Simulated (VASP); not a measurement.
# Rb (Pmmm) in VASP: single point with PBE

Aim: the single point of Rb with PBE.

Program: VASP 6.6.1. These are calculated values, not measurements. Logs are shortened: lines on timing, memory, paths and dates and some standing lists are left out, and cuts for length are marked.

## (1) The cell of the first run

The structure is orthorhombic, space group Pmmm (No. 47). Conventional cell: a = 4.468 Å, b = 4.600 Å, c = 4.757 Å, α = 90.00°, β = 90.00°, γ = 90.00°. Within 5.9 Å of Rb (site symmetry mmm) lie 6 Rb at 4.47 to 4.76 Å.

The cell was generated, and may not be a known phase.

## (2) Single point, PBE

Contents of INCAR:

```
  PREC = Accurate
  ENCUT = 520
  EDIFF = 1E-6
  ISMEAR = 0
  SIGMA = 0.1
  LREAL = F
  LASPH = T
  NELM = 100
  ALGO = Normal
  ISIF = 2
  LWAVE = F
  LCHARG = T
  GGA = PE
  LELF = T
  LVHAR = T
  NBANDS = 10
```

Contents of KPOINTS:

```
regular mesh
0
Gamma
  4 4 4
```

Contents of POSCAR:

```
Rb
1.0
    4.4682475319      0.0000000000      0.0000000000
    0.0000000000      4.5997016120      0.0000000000
    0.0000000000      0.0000000000      4.7571343535
Rb
1
Direct
    0.0000000000      0.0000000000      0.0000000000
```

Potentials or basis: VASP PAW PBE potentials, release 64 (Rb_sv).

Command:

```
cat potpaw_PBE.64/Rb_sv/POTCAR > POTCAR
mpirun -np 1 vasp_std > vasp.out
```

OUTCAR:

```text
PREC = Accurate
   ENCUT = 520
   EDIFF = 1E-6
   ISMEAR = 0
   LREAL = F
   LASPH = T
   NELM = 100
   ISIF = 2
   GGA = PE

 ion  position               nearest neighbor table
   1  0.000  0.000  0.000-

  LATTYP: Found a simple orthorhombic cell.
 ALAT       =     4.4682475319
 B/A-ratio  =     1.0294196056
 C/A-ratio  =     1.0646532717

  Lattice vectors:

 A1 = (   4.4682475319,   0.0000000000,   0.0000000000)
 A2 = (   0.0000000000,   4.5997016120,   0.0000000000)
 A3 = (   0.0000000000,   0.0000000000,   4.7571343535)

Analysis of symmetry for initial positions (statically):
=====================================================================
 Subroutine PRICEL returns:
 Original cell was already a primitive cell.

 Routine SETGRP: Setting up the symmetry group for a
 simple orthorhombic supercell.

 Subroutine GETGRP returns: Found  8 space group operations
 (whereof  8 operations were pure point group operations)
 out of a pool of  8 trial point group operations.

The static configuration has the point symmetry D_2h.

Analysis of symmetry for dynamics (positions and initial velocities):
=====================================================================
 Subroutine PRICEL returns:
 Original cell was already a primitive cell.

 Routine SETGRP: Setting up the symmetry group for a
 simple orthorhombic supercell.

 Subroutine GETGRP returns: Found  8 space group operations
 (whereof  8 operations were pure point group operations)
 out of a pool of  8 trial point group operations.

The dynamic configuration has the point symmetry D_2h.

 Subroutine INISYM returns: Found  8 space group operations
 (whereof  8 operations are pure point group operations),
 and found     1 'primitive' translations

----------------------------------------------------------------------------------------

                                     Primitive cell

  volume of cell :      97.7715

  direct lattice vectors                    reciprocal lattice vectors
     4.468247532  0.000000000  0.000000000     0.223801388  0.000000000  0.000000000
     0.000000000  4.599701612  0.000000000     0.000000000  0.217405407  0.000000000
     0.000000000  0.000000000  4.757134353     0.000000000  0.000000000  0.210210586

  length of vectors
     4.468247532  4.599701612  4.757134353     0.223801388  0.217405407  0.210210586

  position of ions in fractional coordinates (direct lattice)
     0.000000000  0.000000000  0.000000000

  ion indices of the primitive-cell ions
   primitive index   ion index
                 1           1

----------------------------------------------------------------------------------------

 KPOINTS: regular mesh

Automatic generation of k-mesh.
 Grid dimensions read from file:
 generate k-points for:    4    4    4

 Generating k-lattice:

  Cartesian coordinates                     Fractional coordinates (reciprocal lattice)
     0.055950347  0.000000000  0.000000000     0.250000000  0.000000000  0.000000000
     0.000000000  0.054351352  0.000000000     0.000000000  0.250000000  0.000000000
     0.000000000  0.000000000  0.052552646     0.000000000  0.000000000  0.250000000

  Length of vectors
     0.055950347  0.054351352  0.052552646

  Shift w.r.t. Gamma in fractional coordinates (k-lattice)
     0.000000000  0.000000000  0.000000000

 Subroutine IBZKPT returns following result:
 ===========================================

 Found     27 irreducible k-points:

 Following reciprocal coordinates:
            Coordinates               Weight
  0.000000  0.000000  0.000000      1.000000
  0.250000  0.000000  0.000000      2.000000
  0.500000  0.000000  0.000000      1.000000
  0.000000  0.250000  0.000000      2.000000
  0.250000  0.250000  0.000000      4.000000
  0.500000  0.250000  0.000000      2.000000
[... 16 lines left out ...]
  0.250000  0.250000  0.500000      4.000000
  0.500000  0.250000  0.500000      2.000000
 [... further k-points ...]
   k-points           NKPTS =     27   k-points in BZ     NKDIM =     27   number of bands    NBANDS=     10
   number of dos      NEDOS =    301   number of ions     NIONS =      1
   total plane-waves  NPLWV =  46656
   dimension x,y,z NGX =    36 NGY =   36 NGZ =   36
   dimension x,y,z NGXF=    72 NGYF=   72 NGZF=   72
   ions per type =               1
   NGX,Y,Z   is equivalent  to a cutoff of  13.39, 13.01, 12.58 a.u.
   NGXF,Y,Z  is equivalent  to a cutoff of  26.79, 26.02, 25.16 a.u.
 SYSTEM =  unknown system
   PREC   = accura    normal or accurate (medium, high low for compatibility)
   ISTART =      0    job   : 0-new  1-cont  2-samecut
   ICHARG =      2    charge: 1-file 2-atom 10-const
   ISPIN  =      1    spin polarized calculation?
   LNONCOLLINEAR =      F non collinear calculations
   LSORBIT =      F    spin-orbit coupling
   LASPH  =      T    aspherical Exc in radial PAW
   ENCUT  =  520.0 eV  38.22 Ry    6.18 a.u.   8.31  8.55  8.85*2*pi/ulx,y,z
   NELM   =    100;   NELMIN=  2; NELMDL= -5     # of ELM steps
   EDIFF  = 0.1E-05   stopping-criterion for ELM
   LREAL  =      F    real-space projection
   EDIFFG = 0.1E-04   stopping-criterion for IOM
   NSW    =      0    number of steps for IOM
   IBRION =     -1    ionic relax: 0-MD 1-quasi-New 2-CG
   NFREE  =      0    steps in history (QN), initial steepest desc. (CG)
   ISIF   =      2    stress and relaxation
   ISYM   =      2    0-nonsym 1-usesym 2-fastsym
   POTIM  = 0.5000    time-step for ionic-motion
   TEBEG  =    0.0;   TEEND  =   0.0 temperature during run
   PSTRESS=    0.0 pullay stress
   NELECT =       9.0000    total number of electrons
   NUPDOWN=      -1.0000    fix difference up-down
   EMIN   =  10.00;   EMAX   =-10.00  energy-range for DOS
   EFERMI =   0.00;   METHOD = LEGACY
   ISMEAR =     0;   SIGMA  =   0.10  broadening in eV -4-tet -1-fermi 0-gaus
   EFERMI_NEDOS =   21; number of points for ismear=-14 and -15
   IALGO  =     38    algorithm
   IMIX   =      4    mixing-type and parameters
     AMIX     =   0.40;   BMIX     =  1.00
     AMIX_MAG =   1.60;   BMIX_MAG =  1.00
  volume/ion in A,a.u.               =      97.77       659.79
  Fermi-wavevector in a.u.,A,eV,Ry     =   0.739182  1.396852  7.434094  0.546390
  Thomas-Fermi vector in A             =   1.833284
   LORBIT       =      0    0 simple, 1 ext, 2 COOP (PROOUT), +10 PAW based schemes
   GGA     = PE    functional components
   LHFCALC =     F    Hartree Fock is set to
   AEXX    =    0.0000 exact exchange contribution
   IVDW    =     0    specifies the selected vdW correction
   LEPSILON=     F    determine dielectric tensor
   LRPA    =     F    only Hartree local field effects (RPA)
 non-spin polarized calculation
 Gauss-broadening in eV      SIGMA  =   0.10
  energy-cutoff  :      520.00
  volume of cell :       97.77
 maximum number of plane-waves:      2660
 NGX is ok and might be reduce to    36
   NGX = 17   NGY = 17   NGZ = 17

 number of electron       9.0000000 magnetization

 Free energy of the ion-electron system (eV)
  ---------------------------------------------------
  ext. energy  EPLUGINS =         0.00000000
  ---------------------------------------------------
  free energy    TOTEN  =        -0.84856996 eV

  energy without entropy =       -0.84398754  energy(sigma->0) =       -0.84627875

 E-fermi :   0.1462     XC(G=0):  -5.2814

 val. band max:        0.1072684455   @ k =   0.0000   0.0000   0.5000
 cond. band min:       0.1759696062   @ k =   0.0000   0.2500   0.5000
 fundamental gap:      0.0687011607
 Fermi energy:         0.1462260062

 k-point     1 :       0.0000    0.0000    0.0000
  band No.  band energies     occupation
      1     -29.1991      2.00000
      2     -13.2399      2.00000
      3     -13.2282      2.00000
      4     -13.2184      2.00000
      5      -2.0011      2.00000
      6       2.1337      0.00000
      7       2.2604      0.00000
      8       5.1571      0.00000
      9       5.5825      0.00000
     10       5.6156      0.00000

 k-point     2 :       0.2500    0.0000    0.0000
  band No.  band energies     occupation
      1     -29.1957      2.00000
      2     -13.2997      2.00000
      3     -13.2324      2.00000
      4     -13.2210      2.00000
      5      -1.4312      2.00000
      6       1.8512      0.00000
      7       2.4367      0.00000
      8       4.1694      0.00000
      9       4.4415      0.00000
     10       5.0285      0.00000

 k-point     3 :       0.5000    0.0000    0.0000
  band No.  band energies     occupation
      1     -29.1923      2.00000
      2     -13.3786      2.00000
      3     -13.2249      2.00000
      4     -13.2138      2.00000
      5      -0.1420      1.99995
      6       0.2963      0.03382
      7       2.8364      0.00000
      8       3.6722      0.00000
      9       3.9243      0.00000
     10       5.8323      0.00000

 k-point     4 :       0.0000    0.2500    0.0000
  band No.  band energies     occupation
      1     -29.1968      2.00000
      2     -13.2907      2.00000
      3     -13.2344      2.00000
      4     -13.2133      2.00000
      5      -1.4672      2.00000
      6       1.6873      0.00000
      7       2.4387      0.00000
      8       4.1765      0.00000
      9       4.6903      0.00000
     10       4.9297      0.00000
[... 222 lines left out ...]
 k-point    22 :       0.0000    0.2500    0.5000
  band No.  band energies     occupation
      1     -29.1939      2.00000
      2     -13.3225      2.00000
      3     -13.2813      2.00000
      4     -13.2064      2.00000
      5       0.1760      0.67402
      6       0.3269      0.01063
      7       2.7309      0.00000
      8       2.8114      0.00000
      9       4.4596      0.00000
     10       5.0929      0.00000

 k-point    23 :       0.2500    0.2500    0.5000
  band No.  band energies     occupation
      1     -29.1906      2.00000
      2     -13.3127      2.00000
      3     -13.2842      2.00000
      4     -13.2726      2.00000
      5       0.6034      0.00000
      6       0.7721      0.00000
      7       2.5677      0.00000
      8       3.1910      0.00000
      9       3.6707      0.00000
     10       3.9693      0.00000

 k-point    24 :       0.5000    0.2500    0.5000
  band No.  band energies     occupation
      1     -29.1873      2.00000
      2     -13.3595      2.00000
      3     -13.3028      2.00000
      4     -13.2643      2.00000
      5       1.0833      0.00000
      6       1.7680      0.00000
      7       1.9304      0.00000
      8       2.3978      0.00000
      9       4.1095      0.00000
     10       4.2014      0.00000

 [... further k-points ...]

------------------------ aborting loop because EDIFF is reached ----------------------------------------

  FORCE on cell =-STRESS in cart. coord.  units (eV):
  Direction    XX          YY          ZZ          XY          YZ          ZX
  --------------------------------------------------------------------------------------
  -------------------------------------------------------------------------------------
  Total        0.1234705     -0.0088900     -0.0512418      0.0000000      0.0000000      0.0000000
  in kB        2.0233053     -0.1456806     -0.8396970      0.0000000      0.0000000      0.0000000
  external PRESSURE =       0.3459759 kB  Pullay stress =       0.0000000 kB

 VOLUME and BASIS-vectors are now :
 -----------------------------------------------------------------------------
  energy-cutoff  :      520.00
  volume of cell :       97.77
      direct lattice vectors                 reciprocal lattice vectors
     4.468247532  0.000000000  0.000000000     0.223801388  0.000000000  0.000000000
     0.000000000  4.599701612  0.000000000     0.000000000  0.217405407  0.000000000
     0.000000000  0.000000000  4.757134353     0.000000000  0.000000000  0.210210586

 POSITION                                       TOTAL-FORCE (eV/Angst)
 -----------------------------------------------------------------------------------
      0.00000      0.00000      0.00000         0.000000      0.000000      0.000000
 -----------------------------------------------------------------------------------
    total drift:                                0.000000     -0.000000     -0.000000

  FREE ENERGIE OF THE ION-ELECTRON SYSTEM (eV)
  ---------------------------------------------------
  free  energy   TOTEN  =        -0.8485699612 eV

  energy  without entropy=       -0.8439875445  energy(sigma->0) =       -0.84627875
```

It took 22 s on 1 thread of Oxide Virtual Turin-like, shared host; peak memory 0.17 GiB.

Results:

```yaml
Free_energy: -0.8486 eV
Pressure: 0.0 GPa
Band_gap_on_the_k_mesh: zero (an odd number of electrons rules out a gap without spin polarisation)
```

The gap in the log of VASP goes by the Fermi energy; the results here count the filled bands.